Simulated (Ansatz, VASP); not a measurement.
# One calculation of Al, two programs

The input INCAR:

```
PREC = Accurate
ENCUT = 520
EDIFF = 1E-6
ISMEAR = 0
SIGMA = 0.15
LREAL = False
LASPH = True
NELM = 80
ALGO = Fast
ISIF = 2
LWAVE = False
LCHARG = False
GGA = PE
NBANDS = 14
```

File KPOINTS:

```
Automatic mesh
0
Gamma
  16 16 5
```

File POSCAR:

```
Al
1.0
   -1.6174623135      1.6174623135     -1.6174623135
   -1.6174623135     -1.6174623135      1.6174623135
   -1.1322236194      5.6611180974      7.2785804109
Al
4
Direct
   -0.0875000000     -0.5250000000      0.8750000000
    0.4875000000      0.4250000000      0.1250000000
   -0.0375000000     -0.2250000000      0.3750000000
    0.4375000000      0.1250000000      0.6250000000
```

Input for Ansatz:

```yaml
crystal:
  lattice:
    - [-1.6174623135, 1.6174623135, -1.6174623135]
    - [-1.6174623135, -1.6174623135, 1.6174623135]
    - [-1.1322236194, 5.6611180974, 7.2785804109]
  atoms:
    - { symbol: Al, position: [-0.0875, -0.525, 0.875] }
    - { symbol: Al, position: [0.4875, 0.425, 0.125] }
    - { symbol: Al, position: [-0.0375, -0.225, 0.375] }
    - { symbol: Al, position: [0.4375, 0.125, 0.625] }
basis:
  ecutwfc: 420
kpoints:
  mp_grid: { grid: [16, 16, 5] }
hamiltonian:
  xc: pbe
  pseudopotentials: { kind: paw, azcp: { folder: soft_1 } }
scf:
  occupations: { method: gaussian, width: 0.15 }
output:
  forces: true
  stress: true
  eigenvalues: true
```

Alike in both runs: task single point; functional PBE; k mesh 16 × 16 × 5; occupations gaussian, width 0.15 eV; no spin polarisation.

|  | VASP | Ansatz |
| --- | --- | --- |
| version | VASP 6.6.1 | Ansatz 0.2.0 |
| potentials or method | VASP PAW PBE potentials, release 64 (Al), cutoff 520 eV | scalar-relativistic, plane waves, PAW |
| valence electrons in the cell | 12 | 12 |

```csv
,VASP,Ansatz,Ansatz less VASP
gap on the k mesh at the Fermi level (eV),none,none,-
pressure (GPa),0.9,0.9,0.00
"traceless stress, the component that is largest in VASP (GPa)",1.90,1.90,+0.003
rms of the force components (eV/Å),0.194,0.194,-0.0001
```

Atom by atom the forces differ by 0.000 eV/Å (rms over components). A gap of «none» marks a metal or a gap that the smearing closes. The functional is the same, so the differences come from potentials, cutoffs and numerics.
